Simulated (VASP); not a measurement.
Runs of VASP 6.6.1 on Al. The structure is that of space group P6_3/mmc (No. 194), or close to it. The cells are those of the table. 

```tsv
cell	gap on the mesh (eV)	pressure (GPa)
a = 2.918, b = 2.918, c = 9.483 Å, angles 90.0, 90.0, 120.0°, 4 atoms	none	-6.5
a = 2.850, b = 2.850, c = 9.262 Å, angles 90.0, 90.0, 120.0°, 4 atoms	none	(a)
a = 2.827, b = 2.827, c = 9.186 Å, angles 90.0, 90.0, 120.0°, 4 atoms	none	(c)
a = 2.803, b = 2.803, c = 9.109 Å, angles 90.0, 90.0, 120.0°, 4 atoms	none	1.8
a = 2.755, b = 2.755, c = 8.950 Å, angles 90.0, 90.0, 120.0°, 4 atoms	none	7.2
a = 2.779, b = 2.779, c = 9.030 Å, angles 90.0, 90.0, 120.0°, 4 atoms	none	4.3
a = 2.730, b = 2.730, c = 8.869 Å, angles 90.0, 90.0, 120.0°, 4 atoms	none	(b)
a = 2.896, b = 2.896, c = 9.410 Å, angles 90.0, 90.0, 120.0°, 4 atoms	none	-5.3
a = 2.873, b = 2.873, c = 9.337 Å, angles 90.0, 90.0, 120.0°, 4 atoms	none	-3.8
```

Alike in all rows: task single point; level LDA; potentials or basis VASP PAW LDA potentials, release 64 (Al); no spin polarisation; k mesh 9 × 9 × 3; cutoff (eV) 520; smearing methfessel-paxton 0.1 eV.

Question: Estimate the missing entries.

Answer: (a) -2.2; (b) 10.6; (c) -0.3.

A gap of «none» marks levels without a gap at the run's occupations.
